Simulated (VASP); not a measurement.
# Sb (Im-3m) in VASP: a series of runs, part 2 of 2

VASP 6.6.1.

## (4) Relaxation of cell and atoms, PBEsol-based global hybrid with 25 % exact exchange

Contents of POSCAR:

```
Sb
1.0
   -1.8713408863      1.8713408863      1.8713408863
    1.8713408863     -1.8713408863      1.8713408863
    1.8713408863      1.8713408863     -1.8713408863
Sb
1
Direct
    0.0000000000      0.0000000000      0.0000000000
```

Contents of INCAR.step1:

```
PREC = Accurate
ENCUT = 500
EDIFF = 1E-5
ISMEAR = -1
SIGMA = 0.05
LREAL = F
LASPH = T
NELM = 120
ALGO = Normal
LWAVE = T
LCHARG = F
GGA = PE
NBANDS = 14
GGA_COMPAT = F
IBRION = 2
ISIF = 3
EDIFFG = -0.005
NELMIN = 4
NSW = 100
```

Contents of INCAR.step2:

```
PREC = Accurate
ENCUT = 500
EDIFF = 1E-7
ISMEAR = -1
SIGMA = 0.05
LREAL = F
LASPH = T
NELM = 120
ALGO = Normal
ISIF = 3
LWAVE = F
LCHARG = F
GGA = PS
LHFCALC = T
AEXX = 0.25
PRECFOCK = Normal
IBRION = 2
NSW = 60
EDIFFG = -0.01
ISTART = 1
GGA_COMPAT = F
NELMIN = 4
```

Contents of KPOINTS:

```
regular mesh
0
Gamma
  5 5 5
```

Potentials or basis: VASP PAW PBE potentials, release 64 (Sb_d_GW).

On the command line:

```bash
$ cat potpaw_PBE.64/Sb_d_GW/POTCAR > POTCAR
$ cp INCAR.step1 INCAR
$ mpirun -np 1 vasp_std > vasp.out
$ cp INCAR.step2 INCAR
$ mpirun -np 1 vasp_std > vasp.out
```

OUTCAR:

```text
PREC = Accurate
   ENCUT = 500
   EDIFF = 1E-7
   ISMEAR = -1
   LREAL = F
   LASPH = T
   NELM = 120
   ISIF = 3
   GGA = PS
   LHFCALC = T
   AEXX = 0.25
   PRECFOCK = Normal
   IBRION = 2
   NSW = 60
   EDIFFG = -0.01
   ISTART = 1
   NELMIN = 4

 ion  position               nearest neighbor table
   1  0.000  0.000  0.000-

  LATTYP: Found a body centered cubic cell.
 ALAT       =     3.7426817726

  Lattice vectors:

 A1 = (  -1.8713408863,   1.8713408863,   1.8713408863)
 A2 = (   1.8713408863,  -1.8713408863,   1.8713408863)
 A3 = (   1.8713408863,   1.8713408863,  -1.8713408863)

Analysis of symmetry for initial positions (statically):
[... 171 lines left out ...]
  -------------------------------------------------------------------------------------
  Total       -0.6799490     -0.6799490     -0.6799490      0.0000000      0.0000000     -0.0000000
  in kB      -41.5593001    -41.5593001    -41.5593001      0.0000000      0.0000000     -0.0000000
  external PRESSURE =     -41.5593001 kB  Pullay stress =       0.0000000 kB
[... 57 lines left out ...]
--------------------------------------- Ionic step        3  -------------------------------------------

 number of electron      15.0000004 magnetization

 Free energy of the ion-electron system (eV)
  ---------------------------------------------------
  ext. energy  EPLUGINS =         0.00000000
  ---------------------------------------------------
  free energy    TOTEN  =        -5.49231196 eV

  energy without entropy =       -5.48589414  energy(sigma->0) =       -5.48910305

 E-fermi :   6.9162     XC(G=0):  -8.8084

 val. band max:        6.8085824248   @ k =   0.2000   0.2000   0.0000
 cond. band min:       7.5031085642   @ k =  -0.4000   0.4000   0.2000
 fundamental gap:      0.6945261394
 Fermi energy:         6.9161662605

 k-point     1 :       0.0000    0.0000    0.0000
  band No.  band energies     occupation
      1     -25.2621      2.00000
      2     -25.2621      2.00000
      3     -25.2621      2.00000
      4     -25.1553      2.00000
      5     -25.1553      2.00000
      6      -8.5471      2.00000
      7      14.3126      0.00000
      8      14.3126      0.00000
      9      14.3126      0.00000
     10      19.9869      0.00000
     11      19.9869      0.00000
[... 152 lines left out ...]
  FREE ENERGIE OF THE ION-ELECTRON SYSTEM (eV)
  ---------------------------------------------------
  free  energy   TOTEN  =        -5.4923119635 eV

  energy  without entropy=       -5.4858941410  energy(sigma->0) =       -5.48910305

 reached required accuracy - stopping structural energy minimisation
```

OSZICAR.step1:

```text
N       E                     dE             d eps       ncg     rms          rms(c)
DAV:   1     0.801966667436E+02    0.80197E+02   -0.46422E+03   378   0.987E+03
DAV:   2     0.296923908896E+01   -0.77227E+02   -0.74121E+02   464   0.866E+02
DAV:   3    -0.375601010887E+01   -0.67252E+01   -0.67039E+01   384   0.114E+02
DAV:   4    -0.388754004150E+01   -0.13153E+00   -0.13149E+00   424   0.121E+01
[... 38 lines left out ...]
       N       E                     dE             d eps       ncg     rms          rms(c)
DAV:   1    -0.388928642562E+01   -0.38523E-04   -0.14978E-03   310   0.397E+00    0.340E-02
DAV:   2    -0.388926312989E+01    0.23296E-04   -0.56980E-05   348   0.571E-01    0.143E-02
DAV:   3    -0.388925595292E+01    0.71770E-05   -0.89943E-06   164   0.336E-01    0.258E-03
DAV:   4    -0.388925624624E+01   -0.29332E-06   -0.10405E-06   236   0.233E-02
   6 F= -.38892562E+01 E0= -.38760549E+01  d E =-.225329E-02
```

Run time: 12 min. Hardware: 1 thread of Intel Xeon 6975P-C (Granite Rapids), shared host; peak memory 0.16 GiB.

What came out:

* Free energy: -5.4923 eV
* Relaxed volume: 24.78 Å³/atom
* Relaxed cell: a = 3.181 Å, b = 3.181 Å, c = 3.181 Å, α = 109.47°, β = 109.47°, γ = 109.47°
* Space group after relaxing (to 0.1 Å): Im-3m (No. 229)
* Energy gained by relaxing: 19.8 meV/atom
* Ionic steps: 3
* Pressure after relaxing: 0.0 GPa
* Band gap on the k mesh: zero (an odd number of electrons rules out a gap without spin polarisation)

Step by step:
```csv
step,energy change (eV),largest force (eV/Å),pressure (GPa),volume (Å³)
1,0.0000,0.0000,-4.16,26.21
2,-0.0064,0.0000,4.27,23.72
3,-0.0198,0.0000,-0.02,24.78
```

Final structure:
```cif
data_structure
_symmetry_space_group_name_H-M 'P 1'
_symmetry_Int_Tables_number 1
_cell_length_a 3.1813
_cell_length_b 3.1813
_cell_length_c 3.1813
_cell_angle_alpha 109.471
_cell_angle_beta 109.471
_cell_angle_gamma 109.471
_cell_volume 24.78
loop_
_atom_site_label
_atom_site_type_symbol
_atom_site_fract_x
_atom_site_fract_y
_atom_site_fract_z
_atom_site_occupancy
Sb1 Sb 0.00000 0.00000 0.00000 1
```

Caveat: the k points lie up to 0.48 Å⁻¹ apart in the final cell, too coarse for converged energies and pressures of a metal; the PAW data sets were made with another functional, which shifts forces and pressure a little; spin-orbit coupling is left out, which moves the levels of the heavy elements; an odd number of electrons without spin polarisation forces a metal; a magnetic or distorted state may lie lower.

## (5) Overview

| level | screening parameter | gap on the mesh (eV) | pressure (GPa) | relaxed volume (Å³/atom) |
| --- | --- | --- | --- | --- |
| HSE06 | 0.2079 1/Å | none | 0.0 | 25.85 |
| PBEsol-based screened hybrid with 25 % exact exchange | 0.207 1/Å | none | 0.0 | 25.14 |
| PBEsol-based global hybrid with 25 % exact exchange | - | none | 0.0 | 24.78 |

Alike in all rows: task relaxation of cell and atoms; potentials or basis VASP PAW PBE potentials, release 64 (Sb_d_GW); no spin polarisation; cell relaxed; k mesh 5 × 5 × 5; cutoff (eV) 500; smearing fermi-dirac 0.05 eV.

Caveats: all runs use coarse meshes; the PAW data sets were made with another functional, which shifts forces and pressure a little; spin-orbit coupling is left out, which moves the levels of the heavy elements; an odd number of electrons without spin polarisation forces a metal; a magnetic or distorted state may lie lower.

Absolute energies hang on the potentials; compare differences alone.

The gap in the log of VASP goes by the Fermi energy; the results here count the filled bands.